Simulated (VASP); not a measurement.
# Ge2Sb (P6/mmm) in VASP: density of states with PBE

Aim: the density of states of Ge2Sb with PBE.

Everything below comes from runs of VASP 6.6.1. Logs are shortened: lines on timing, memory, paths and dates and some standing lists are left out, and cuts for length are marked.

### Step 1. The cell of the first run

Symmetry: P6/mmm, No. 191, hexagonal system. Conventional cell: a = 3.081 Å, b = 3.081 Å, c = 8.464 Å, α = 90.00°, β = 90.00°, γ = 120.00°. Within 3.5 Å of Ge (site symmetry 6mm) lie 7 Ge at 2.68 to 3.08 Å and 1 Sb at 2.89 Å. Within 3.8 Å of Sb (site symmetry 6/mmm) lie 2 Ge at 2.89 Å and 6 Sb at 3.08 Å.

### Step 2. Density of states, PBE

Input file POSCAR:

```
Ge2Sb
1.0
    3.0808469730      0.0000000000      0.0000000000
   -1.5404234865      2.6680917438      0.0000000000
    0.0000000000      0.0000000000      8.4639890870
Ge Sb
2 1
Direct
    0.0000000000      0.0000000000      0.6581296366
    0.0000000000      0.0000000000      0.3418703634
    0.0000000000      0.0000000000      0.0000000000
```

Input file INCAR.step1:

```
PREC = Accurate
ENCUT = 520
EDIFF = 1E-6
ISMEAR = 0
SIGMA = 0.1
LREAL = F
LASPH = T
NELM = 100
ALGO = Normal
ISIF = 2
LWAVE = F
LCHARG = T
GGA = PE
NBANDS = 24
```

Input file KPOINTS.step1:

```
Automatic mesh
0
Gamma
  18 18 6
```

Input file INCAR.step2:

```
PREC = Accurate
ENCUT = 520
EDIFF = 1E-6
ISMEAR = -5
SIGMA = 0.1
LREAL = F
LASPH = T
NELM = 100
ALGO = Normal
ISIF = 2
LWAVE = F
LCHARG = F
GGA = PE
LORBIT = 10
NEDOS = 2001
ICHARG = 11
```

Input file KPOINTS.step2:

```
Automatic mesh
0
Gamma
  27 27 9
```

Potentials or basis: VASP PAW PBE potentials, release 64 (Ge_d, Sb).

On the command line:

```sh
$ cat potpaw_PBE.64/Ge_d/POTCAR potpaw_PBE.64/Sb/POTCAR > POTCAR
$ cp INCAR.step1 INCAR
$ cp KPOINTS.step1 KPOINTS
$ mpirun -np 1 vasp_std > vasp.out
$ cp INCAR.step2 INCAR
$ cp KPOINTS.step2 KPOINTS
$ mpirun -np 1 vasp_std > vasp.out
```

OUTCAR:

```text
PREC = Accurate
   ENCUT = 520
   EDIFF = 1E-6
   ISMEAR = -5
   LREAL = F
   LASPH = T
   NELM = 100
   ISIF = 2
   GGA = PE
   LORBIT = 10
   ICHARG = 11

 ion  position               nearest neighbor table
   1  0.000  0.000  0.658-   2 2.68   3 2.89
   2  0.000  0.000  0.342-   1 2.68   3 2.89
   3  0.000  0.000  0.000-   1 2.89   2 2.89

  LATTYP: Found a hexagonal cell.
 ALAT       =     3.0808469730
 C/A-ratio  =     2.7472929234

  Lattice vectors:

 A1 = (   3.0808469730,   0.0000000000,   0.0000000000)
 A2 = (  -1.5404234865,   2.6680917438,   0.0000000000)
 A3 = (   0.0000000000,   0.0000000000,   8.4639890870)

Analysis of symmetry for initial positions (statically):
=====================================================================
 Subroutine PRICEL returns:
 Original cell was already a primitive cell.

 Routine SETGRP: Setting up the symmetry group for a
 hexagonal supercell.

 Subroutine GETGRP returns: Found 24 space group operations
 (whereof 24 operations were pure point group operations)
 out of a pool of 24 trial point group operations.

The static configuration has the point symmetry D_6h.

Analysis of symmetry for dynamics (positions and initial velocities):
=====================================================================
 Subroutine PRICEL returns:
 Original cell was already a primitive cell.

 Routine SETGRP: Setting up the symmetry group for a
 hexagonal supercell.

 Subroutine GETGRP returns: Found 24 space group operations
 (whereof 24 operations were pure point group operations)
 out of a pool of 24 trial point group operations.

The dynamic configuration has the point symmetry D_6h.

 Subroutine INISYM returns: Found 24 space group operations
 (whereof 24 operations are pure point group operations),
 and found     1 'primitive' translations

----------------------------------------------------------------------------------------

                                     Primitive cell

  volume of cell :      69.5738

  direct lattice vectors                    reciprocal lattice vectors
     3.080846973  0.000000000  0.000000000     0.324586066  0.187399853  0.000000000
    -1.540423486  2.668091744  0.000000000     0.000000000  0.374799706  0.000000000
[... 91 lines left out ...]
   EDIFFG = 0.1E-04   stopping-criterion for IOM
   NSW    =      0    number of steps for IOM
   IBRION =     -1    ionic relax: 0-MD 1-quasi-New 2-CG
   NFREE  =      0    steps in history (QN), initial steepest desc. (CG)
   ISIF   =      2    stress and relaxation
   ISYM   =      2    0-nonsym 1-usesym 2-fastsym
   POTIM  = 0.5000    time-step for ionic-motion
   TEBEG  =    0.0;   TEEND  =   0.0 temperature during run
   PSTRESS=    0.0 pullay stress
   NELECT =      33.0000    total number of electrons
   NUPDOWN=      -1.0000    fix difference up-down
   EMIN   =  10.00;   EMAX   =-10.00  energy-range for DOS
   EFERMI =   0.00;   METHOD = LEGACY
   ISMEAR =    -5;   SIGMA  =   0.10  broadening in eV -4-tet -1-fermi 0-gaus
   EFERMI_NEDOS =   21; number of points for ismear=-14 and -15
   IALGO  =     38    algorithm
   IMIX   =      4    mixing-type and parameters
     AMIX     =   0.40;   BMIX     =  1.00
     AMIX_MAG =   1.60;   BMIX_MAG =  1.00
  volume/ion in A,a.u.               =      23.19       156.50
  Fermi-wavevector in a.u.,A,eV,Ry     =   1.276725  2.412661 22.177872  1.630028
  Thomas-Fermi vector in A             =   2.409365
   LORBIT       =     10    0 simple, 1 ext, 2 COOP (PROOUT), +10 PAW based schemes
   GGA     = PE    functional components
   LHFCALC =     F    Hartree Fock is set to
   AEXX    =    0.0000 exact exchange contribution
   IVDW    =     0    specifies the selected vdW correction
   LEPSILON=     F    determine dielectric tensor
   LRPA    =     F    only Hartree local field effects (RPA)
 non-spin polarized calculation
 Fermi weights with tetrahedron method with Bloechl corrections
  energy-cutoff  :      520.00
  volume of cell :       69.57
 maximum number of plane-waves:      1891
 NGX is ok and might be reduce to    24

 number of electron      32.9999982 magnetization

 Free energy of the ion-electron system (eV)
  ---------------------------------------------------
  ext. energy  EPLUGINS =         0.00000000
  ---------------------------------------------------
  free energy    TOTEN  =       -12.24288504 eV

  energy without entropy =      -12.24288504  energy(sigma->0) =      -12.24288504

 E-fermi :   6.6004     XC(G=0): -10.4380

 val. band max:        6.7543554057   @ k =   0.2963   0.2222   0.0000
 cond. band min:       6.4253660346   @ k =   0.2963   0.1111   0.0000
 fundamental gap:     -0.3289893712
 Fermi energy:         6.6003887835

 k-point     1 :       0.0000    0.0000    0.0000
  band No.  band energies     occupation
      1     -18.1018      2.00000
      2     -18.0484      2.00000
      3     -18.0484      2.00000
      4     -18.0433      2.00000
      5     -18.0433      2.00000
      6     -18.0124      2.00000
[... 541 lines left out ...]
     19       9.1183      0.00000
     20      10.7056      0.00000

 [... further k-points ...]

------------------------ aborting loop because EDIFF is reached ----------------------------------------

  FORCE on cell =-STRESS in cart. coord.  units (eV):
  Direction    XX          YY          ZZ          XY          YZ          ZX
  --------------------------------------------------------------------------------------
  -------------------------------------------------------------------------------------
  Total        0.1766234      0.1766234      0.5830079      0.0000000      0.0000000     -0.0000000
  in kB        4.0673612      4.0673612     13.4257654      0.0000000      0.0000000     -0.0000000
  external PRESSURE =       7.1868292 kB  Pullay stress =       0.0000000 kB

 VOLUME and BASIS-vectors are now :
 -----------------------------------------------------------------------------
  energy-cutoff  :      520.00
  volume of cell :       69.57
      direct lattice vectors                 reciprocal lattice vectors
     3.080846973  0.000000000  0.000000000     0.324586066  0.187399853  0.000000000
    -1.540423486  2.668091744  0.000000000     0.000000000  0.374799706  0.000000000
     0.000000000  0.000000000  8.463989087     0.000000000  0.000000000  0.118147600

 POSITION                                       TOTAL-FORCE (eV/Angst)
 -----------------------------------------------------------------------------------
      0.00000      0.00000      5.57040         0.000000     -0.000000      0.033264
      0.00000      0.00000      2.89359         0.000000      0.000000     -0.033264
      0.00000      0.00000      0.00000        -0.000000      0.000000      0.000000
 -----------------------------------------------------------------------------------
    total drift:                               -0.000000     -0.000000      0.000000

  FREE ENERGIE OF THE ION-ELECTRON SYSTEM (eV)
  ---------------------------------------------------
  free  energy   TOTEN  =       -12.2428850352 eV

  energy  without entropy=      -12.2428850352  energy(sigma->0) =      -12.24288504

 total charge

# of ion       s       p       d       tot
------------------------------------------
    1        1.246   0.899  10.000  12.146
    2        1.246   0.899  10.000  12.146
    3        1.221   1.136   0.054   2.412
--------------------------------------------------
tot          3.714   2.935  20.054  26.703
```

OUTCAR.step1:

```text
PREC = Accurate
   ENCUT = 520
   EDIFF = 1E-6
   ISMEAR = 0
   LREAL = F
[... 875 lines left out ...]
      0.00000      0.00000      5.57040         0.000000     -0.000000      0.000450
      0.00000      0.00000      2.89359         0.000000      0.000000     -0.000450
      0.00000      0.00000      0.00000        -0.000000     -0.000000      0.000000
 -----------------------------------------------------------------------------------
    total drift:                                0.000000     -0.000000      0.000000

  FREE ENERGIE OF THE ION-ELECTRON SYSTEM (eV)
  ---------------------------------------------------
  free  energy   TOTEN  =       -12.2514940888 eV

  energy  without entropy=      -12.2443193102  energy(sigma->0) =      -12.24790670
```

OSZICAR.step1:

```text
N       E                     dE             d eps       ncg     rms          rms(c)
DAV:   1     0.241774630770E+03    0.24177E+03   -0.15607E+04  8256   0.303E+03
DAV:   2     0.250527812742E+02   -0.21672E+03   -0.20881E+03  7328   0.670E+02
DAV:   3    -0.108496235193E+02   -0.35902E+02   -0.35548E+02  8552   0.149E+02
DAV:   4    -0.122789763984E+02   -0.14294E+01   -0.14286E+01  8032   0.339E+01
DAV:   5    -0.123117608281E+02   -0.32784E-01   -0.32783E-01  8888   0.589E+00    0.293E+00
DAV:   6    -0.122551210233E+02    0.56640E-01   -0.20214E-01  8912   0.234E+00    0.168E+00
DAV:   7    -0.122517776873E+02    0.33433E-02   -0.24779E-02  8560   0.155E+00    0.784E-01
DAV:   8    -0.122514268642E+02    0.35082E-03   -0.78610E-03  9152   0.616E-01    0.122E-01
DAV:   9    -0.122514736620E+02   -0.46798E-04   -0.73574E-04  8600   0.320E-01    0.530E-02
DAV:  10    -0.122514970400E+02   -0.23378E-04   -0.14047E-04 10024   0.168E-01    0.164E-02
DAV:  11    -0.122514942837E+02    0.27563E-05   -0.29211E-05  9240   0.765E-02    0.514E-03
DAV:  12    -0.122514940888E+02    0.19485E-06   -0.10271E-06  6000   0.745E-03
   1 F= -.12251494E+02 E0= -.12247907E+02  d E =-.717478E-02
```

Run time: 2.4 min. Hardware: 1 thread of Intel Xeon 6975P-C (Granite Rapids), shared host; peak memory 0.57 GiB.

Results:

```yaml
Valence_electrons_inside_the_program's_atomic_spheres: Ge 12.15; Sb 2.41
```

Levels at points of the mesh, in eV from the Fermi level:
```csv
k point,band 13,band 14,band 15,band 16,band 17,band 18,band 19,band 20
"(0.00, 0.00, 0.00)",-9.90,-3.38,-2.82,5.68,6.08,6.08,7.65,7.66
```

Caveat: the bands computed are all filled at some k points, so no gap is given; spin-orbit coupling is left out, which moves the levels of the heavy elements.
